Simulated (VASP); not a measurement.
# Cu (P2_1/m) in VASP: further runs

Cu is run at these levels: LDA; tasks: single point.

All numbers are computed with VASP 6.6.1; they aren't measurements. Logs are shortened: lines on timing, memory, paths and dates and some standing lists are left out, and cuts for length are marked.

**1. The cell of the first run**

Symmetry: P2_1/m, No. 11, monoclinic system. Conventional cell: a = 2.424 Å, b = 4.037 Å, c = 2.424 Å, α = 90.00°, β = 112.80°, γ = 90.00°. Within 3.2 Å of Cu (site symmetry m) lie 14 Cu at 2.42 to 3.17 Å.

**2. Single point, LDA (atoms displaced along several vibrational modes)**

INCAR reads:

```
PREC = Accurate
ENCUT = 520
EDIFF = 1E-6
ISMEAR = 0
SIGMA = 0.15
LREAL = False
LASPH = True
NELM = 100
ALGO = Fast
ISIF = 2
LWAVE = False
LCHARG = False
GGA = CA
NBANDS = 18
```

KPOINTS reads:

```
regular mesh
0
Gamma
  20 20 12
```

POSCAR reads:

```
Cu
1.0
   -1.4273957350      1.4273957350      1.3410790631
    1.4273957350     -1.4273957350      1.3410790631
    2.8547914700      2.8547914700      0.0000000000
Cu
2
Direct
    0.0382335872     -0.0653013426      0.0000000000
    0.4617664128      0.5653013426      0.5000000000
```

Potentials or basis: VASP PAW LDA potentials, release 64 (Cu).

Run with:

```console
> cat potpaw_LDA.64/Cu/POTCAR > POTCAR
> mpirun -np 1 vasp_std > vasp.out
```

OUTCAR:

```text
PREC = Accurate
   ENCUT = 520
   EDIFF = 1E-6
   ISMEAR = 0
   LREAL = False
   LASPH = True
   NELM = 100
   ISIF = 2
   GGA = CA

 ion  position               nearest neighbor table
   1  0.038  0.935  0.000-   2 2.42   2 2.42   2 2.50   2 2.50   2 2.58   2 2.58
   2  0.462  0.565  0.500-   1 2.42   1 2.42   1 2.50   1 2.50   1 2.58   1 2.58

  LATTYP: Found a base centered orthorhombic cell.
 ALAT       =     2.6821581262
 B/A-ratio  =     1.5052374337
 C/A-ratio  =     1.5052374337

  Lattice vectors:

 A1 = (  -1.4273957350,   1.4273957350,   1.3410790631)
 A2 = (   1.4273957350,  -1.4273957350,   1.3410790631)
 A3 = (   2.8547914700,   2.8547914700,   0.0000000000)

Analysis of symmetry for initial positions (statically):
=====================================================================
 Subroutine PRICEL returns:
 Original cell was already a primitive cell.

 Routine SETGRP: Setting up the symmetry group for a
 base centered orthorhombic supercell.

 Subroutine GETGRP returns: Found  4 space group operations
 (whereof  2 operations were pure point group operations)
 out of a pool of  8 trial point group operations.

The static configuration has the point symmetry C_1h.
 The point group associated with its full space group is C_2h.

Analysis of symmetry for dynamics (positions and initial velocities):
=====================================================================
 Subroutine PRICEL returns:
 Original cell was already a primitive cell.

 Routine SETGRP: Setting up the symmetry group for a
 base centered orthorhombic supercell.

 Subroutine GETGRP returns: Found  4 space group operations
 (whereof  2 operations were pure point group operations)
 out of a pool of  8 trial point group operations.

The dynamic configuration has the point symmetry C_1h.
 The point group associated with its full space group is C_2h.

 Subroutine INISYM returns: Found  4 space group operations
 (whereof  2 operations are pure point group operations),
 and found     1 'primitive' translations

----------------------------------------------------------------------------------------

                                     Primitive cell

  volume of cell :      21.8591

  direct lattice vectors                    reciprocal lattice vectors
    -1.427395735  1.427395735  1.341079063    -0.175144141  0.175144141  0.372834096
     1.427395735 -1.427395735  1.341079063     0.175144141 -0.175144141  0.372834096
     2.854791470  2.854791470  0.000000000     0.175144141  0.175144141  0.000000000

  length of vectors
     2.423511960  2.423511960  4.037284815     0.447611666  0.447611666  0.247691220

  position of ions in fractional coordinates (direct lattice)
     0.038233587  0.934698657  0.000000000
     0.461766413  0.565301343  0.500000000

  ion indices of the primitive-cell ions
   primitive index   ion index
                 1           1
                 2           2

----------------------------------------------------------------------------------------

 KPOINTS: regular mesh

Automatic generation of k-mesh.
 Grid dimensions read from file:
 generate k-points for:   20   20   12

 Generating k-lattice:

  Cartesian coordinates                     Fractional coordinates (reciprocal lattice)
    -0.008757207  0.008757207  0.018641705     0.050000000  0.000000000  0.000000000
     0.008757207 -0.008757207  0.018641705     0.000000000  0.050000000  0.000000000
     0.014595345  0.014595345  0.000000000     0.000000000  0.000000000  0.083333333

  Length of vectors
     0.022380583  0.022380583  0.020640935

  Shift w.r.t. Gamma in fractional coordinates (k-lattice)
     0.000000000  0.000000000  0.000000000

 Subroutine IBZKPT returns following result:
 ===========================================

 Found   1414 irreducible k-points:

 Following reciprocal coordinates:
            Coordinates               Weight
  0.000000  0.000000  0.000000      1.000000
  0.050000  0.000000  0.000000      2.000000
  0.000000  0.050000  0.000000      2.000000
  0.100000  0.000000  0.000000      2.000000
  0.000000  0.100000  0.000000      2.000000
  0.150000  0.000000  0.000000      2.000000
[... 16 lines left out ...]
  0.100000  0.050000  0.000000      2.000000
  0.050000  0.100000  0.000000      2.000000
 [... further k-points ...]
   k-points           NKPTS =   1414   k-points in BZ     NKDIM =   1414   number of bands    NBANDS=     18
   number of dos      NEDOS =    301   number of ions     NIONS =      2
   total plane-waves  NPLWV =   9720
   dimension x,y,z NGX =    18 NGY =   18 NGZ =   30
   dimension x,y,z NGXF=    36 NGYF=   36 NGZF=   60
   ions per type =               2
   NGX,Y,Z   is equivalent  to a cutoff of  12.35, 12.35, 12.35 a.u.
   NGXF,Y,Z  is equivalent  to a cutoff of  24.69, 24.69, 24.71 a.u.
 SYSTEM =  unknown system
   PREC   = accura    normal or accurate (medium, high low for compatibility)
   ISTART =      0    job   : 0-new  1-cont  2-samecut
   ICHARG =      2    charge: 1-file 2-atom 10-const
   ISPIN  =      1    spin polarized calculation?
   LNONCOLLINEAR =      F non collinear calculations
   LSORBIT =      F    spin-orbit coupling
   LASPH  =      T    aspherical Exc in radial PAW
   ENCUT  =  520.0 eV  38.22 Ry    6.18 a.u.   4.51  4.51  7.51*2*pi/ulx,y,z
   NELM   =    100;   NELMIN=  2; NELMDL= -5     # of ELM steps
   EDIFF  = 0.1E-05   stopping-criterion for ELM
   LREAL  =      F    real-space projection
   EDIFFG = 0.1E-04   stopping-criterion for IOM
   NSW    =      0    number of steps for IOM
   IBRION =     -1    ionic relax: 0-MD 1-quasi-New 2-CG
   NFREE  =      0    steps in history (QN), initial steepest desc. (CG)
   ISIF   =      2    stress and relaxation
   ISYM   =      2    0-nonsym 1-usesym 2-fastsym
   POTIM  = 0.5000    time-step for ionic-motion
   TEBEG  =    0.0;   TEEND  =   0.0 temperature during run
   PSTRESS=    0.0 pullay stress
   NELECT =      22.0000    total number of electrons
   NUPDOWN=      -1.0000    fix difference up-down
   EMIN   =  10.00;   EMAX   =-10.00  energy-range for DOS
   EFERMI =   0.00;   METHOD = LEGACY
   ISMEAR =     0;   SIGMA  =   0.15  broadening in eV -4-tet -1-fermi 0-gaus
   EFERMI_NEDOS =   21; number of points for ismear=-14 and -15
   IALGO  =     68    algorithm
   IMIX   =      4    mixing-type and parameters
     AMIX     =   0.40;   BMIX     =  1.00
     AMIX_MAG =   1.60;   BMIX_MAG =  1.00
  volume/ion in A,a.u.               =      10.93        73.76
  Fermi-wavevector in a.u.,A,eV,Ry     =   1.640607  3.100298 36.621342  2.691593
  Thomas-Fermi vector in A             =   2.731217
   LORBIT       =      0    0 simple, 1 ext, 2 COOP (PROOUT), +10 PAW based schemes
   GGA     = CA    functional components
   LHFCALC =     F    Hartree Fock is set to
   AEXX    =    0.0000 exact exchange contribution
   IVDW    =     0    specifies the selected vdW correction
   LEPSILON=     F    determine dielectric tensor
   LRPA    =     F    only Hartree local field effects (RPA)
 non-spin polarized calculation
 RMM-DIIS sequential band-by-band and
 Gauss-broadening in eV      SIGMA  =   0.15
  energy-cutoff  :      520.00
  volume of cell :       21.86
 maximum number of plane-waves:       607
 NGX is ok and might be reduce to    18
   NGX =  9   NGY =  9   NGZ = 15

 number of electron      21.9999995 magnetization

 Free energy of the ion-electron system (eV)
  ---------------------------------------------------
  ext. energy  EPLUGINS =         0.00000000
  ---------------------------------------------------
  free energy    TOTEN  =        -9.34623501 eV

  energy without entropy =       -9.33835905  energy(sigma->0) =       -9.34229703

 E-fermi :   8.3473     XC(G=0): -13.5605

 val. band max:        8.3459083601   @ k =   0.5000   0.3500   0.0833
 cond. band min:       8.3474575789   @ k =   0.2000   0.3500  -0.2500
 fundamental gap:      0.0015492187
 Fermi energy:         8.3472948648

 k-point     1 :       0.0000    0.0000    0.0000
  band No.  band energies     occupation
      1      -1.5990      2.00000
      2       2.7845      2.00000
      3       4.4428      2.00000
      4       4.9029      2.00000
      5       5.0003      2.00000
      6       5.2656      2.00000
[... 10 lines left out ...]
     17      32.9644      0.00000
     18      33.6007      0.00000

 k-point     2 :       0.0500    0.0000    0.0000
  band No.  band energies     occupation
      1      -1.5190      2.00000
      2       2.8323      2.00000
      3       4.4374      2.00000
      4       4.8978      2.00000
      5       5.0322      2.00000
      6       5.2477      2.00000
[... 10 lines left out ...]
     17      33.5428      0.00000
     18      33.5704      0.00000

 k-point     3 :       0.0000    0.0500    0.0000
  band No.  band energies     occupation
      1      -1.5192      2.00000
      2       2.8309      2.00000
      3       4.4398      2.00000
      4       4.9354      2.00000
      5       4.9922      2.00000
      6       5.2538      2.00000
[... 10 lines left out ...]
     17      33.2685      0.00000
     18      33.5997      0.00000

 k-point     4 :       0.1000    0.0000    0.0000
  band No.  band energies     occupation
      1      -1.2809      2.00000
      2       2.9693      2.00000
      3       4.4179      2.00000
      4       4.8819      2.00000
      5       5.1272      2.00000
      6       5.1844      2.00000
[... 10 lines left out ...]
     17      32.4410      0.00000
     18      32.6739      0.00000

 k-point     5 :       0.0000    0.1000    0.0000
  band No.  band energies     occupation
      1      -1.2817      2.00000
      2       2.9634      2.00000
      3       4.4286      2.00000
      4       4.9583      2.00000
      5       5.0413      2.00000
      6       5.2043      2.00000
[... 10 lines left out ...]
     17      32.5342      0.00000
     18      33.1775      0.00000

 k-point     6 :       0.1500    0.0000    0.0000
  band No.  band energies     occupation
      1      -0.8906      2.00000
      2       3.1750      2.00000
      3       4.3806      2.00000
      4       4.8551      2.00000
      5       5.0285      2.00000
      6       5.2822      2.00000
[... 10 lines left out ...]
     17      30.8810      0.00000
     18      32.8909      0.00000

 k-point     7 :       0.0000    0.1500    0.0000
  band No.  band energies     occupation
      1      -0.8925      2.00000
      2       3.1604      2.00000
      3       4.4061      2.00000
      4       4.9163      2.00000
      5       5.0295      2.00000
      6       5.2017      2.00000
[... 10 lines left out ...]
     17      30.8079      0.00000
     18      32.9000      0.00000

 k-point     8 :       0.2000    0.0000    0.0000
  band No.  band energies     occupation
      1      -0.3594      2.00000
      2       3.4083      2.00000
      3       4.3369      2.00000
      4       4.7530      2.00000
      5       4.8195      2.00000
      6       5.2151      2.00000
[... 10 lines left out ...]
     17      29.0486      0.00000
     18      31.8478      0.00000
[... 229 lines left out ...]
     17      24.3166      0.00000
     18      28.7514      0.00000

 k-point    20 :       0.5000    0.0000    0.0000
  band No.  band energies     occupation
      1       3.2475      2.00000
      2       3.3463      2.00000
      3       3.8227      2.00000
      4       4.5683      2.00000
      5       4.6213      2.00000
      6       5.0987      2.00000
[... 10 lines left out ...]
     17      24.0248      0.00000
     18      29.0946      0.00000

 k-point    21 :       0.0000    0.5000    0.0000
  band No.  band energies     occupation
      1       3.0992      2.00000
      2       3.3922      2.00000
      3       3.7098      2.00000
      4       4.7443      2.00000
      5       4.8517      2.00000
      6       5.0635      2.00000
[... 10 lines left out ...]
     17      24.2320      0.00000
     18      28.6717      0.00000

 k-point    22 :       0.0500    0.0500    0.0000
  band No.  band energies     occupation
      1      -1.3782      2.00000
      2       2.9113      2.00000
      3       4.3875      2.00000
      4       4.9208      2.00000
      5       5.0364      2.00000
      6       5.2320      2.00000
[... 10 lines left out ...]
     17      33.5269      0.00000
     18      33.6595      0.00000

 k-point    23 :       0.1000    0.0500    0.0000
  band No.  band energies     occupation
      1      -1.0813      2.00000
      2       3.0741      2.00000
      3       4.3336      2.00000
      4       4.8968      2.00000
      5       5.1385      2.00000
      6       5.1654      2.00000
[... 10 lines left out ...]
     17      32.4905      0.00000
     18      33.1727      0.00000

 k-point    24 :       0.0500    0.1000    0.0000
  band No.  band energies     occupation
      1      -1.0819      2.00000
      2       3.0689      2.00000
      3       4.3426      2.00000
      4       4.9394      2.00000
      5       5.0900      2.00000
      6       5.1851      2.00000
[... 10 lines left out ...]
     17      32.4037      0.00000
     18      33.0628      0.00000

 [... further k-points ...]
[... 5 lines left out ...]
  --------------------------------------------------------------------------------------
  -------------------------------------------------------------------------------------
  Total        0.4193305      0.4193305     -0.1397024     -0.2518369      0.0610415     -0.0610415
  in kB       30.7350431     30.7350431    -10.2395580    -18.4585153      4.4740675     -4.4740689
  external PRESSURE =      17.0768427 kB  Pullay stress =       0.0000000 kB

 VOLUME and BASIS-vectors are now :
 -----------------------------------------------------------------------------
  energy-cutoff  :      520.00
  volume of cell :       21.86
      direct lattice vectors                 reciprocal lattice vectors
    -1.427395735  1.427395735  1.341079063    -0.175144141  0.175144141  0.372834096
     1.427395735 -1.427395735  1.341079063     0.175144141 -0.175144141  0.372834096
     2.854791470  2.854791470  0.000000000     0.175144141  0.175144141  0.000000000

 POSITION                                       TOTAL-FORCE (eV/Angst)
 -----------------------------------------------------------------------------------
      1.27961     -1.27961      1.30478        -0.011064      0.011064      0.193560
      1.57518      1.27961      1.37738         0.011064     -0.011064     -0.193560
 -----------------------------------------------------------------------------------
    total drift:                                0.000000      0.000000      0.000000

  FREE ENERGIE OF THE ION-ELECTRON SYSTEM (eV)
  ---------------------------------------------------
  free  energy   TOTEN  =        -9.3462350096 eV

  energy  without entropy=       -9.3383590503  energy(sigma->0) =       -9.34229703
```

Run time: 8.4 min. Hardware: 1 thread of Intel Xeon Platinum 8259CL at 2.50GHz (Skylake/Cascade Lake), shared host; peak memory 0.51 GiB.

What came out:

| Property | Result |
| --- | --- |
| Free energy | -9.3462 eV |
| Pressure | 1.7 GPa |
| Largest force | 0.194 eV/Å |
| Band gap on the k mesh | zero (bands 11 and 12 overlap by 6.39 eV) |

Forces in eV/Å, atoms in the order of the input:
```
Cu  -0.011  0.011  0.194
Cu   0.011 -0.011 -0.194
```

Levels at points of the mesh, in eV from the Fermi level:
```
           k point  band 8  band 9  band 10  band 11  band 12  band 13  band 14  band 15
(0.00, 0.00, 0.00)   -2.50   -2.38    -2.00    -1.64    -1.09     4.30    19.65    20.24
(0.50, 0.00, 0.00)   -1.95   -1.79    -1.78     0.19     0.85     8.53     8.99    10.06
(0.00, 0.50, 0.00)   -1.91   -1.84    -1.81    -0.07     1.12     7.98     8.47    10.55
(0.50, 0.50, 0.00)   -1.72   -1.57    -1.53    -0.10     3.53     8.45     8.71    10.23
(0.00, 0.00, 0.50)   -2.81   -2.30    -2.30    -1.99    -1.99    13.40    13.40    21.68
(0.50, 0.00, 0.50)   -2.01   -1.60    -1.60    -0.41    -0.41     4.95     4.95    17.80
(0.00, 0.50, 0.50)   -2.09   -1.67    -1.67    -0.16    -0.16     4.79     4.79    17.94
(0.50, 0.50, 0.50)   -2.33   -1.55    -1.55     2.11     2.11     5.96     5.96    13.56
```

Caveat: the cell differs from its parent crystal (atoms displaced along several vibrational modes).

[end of part 1 of 2]
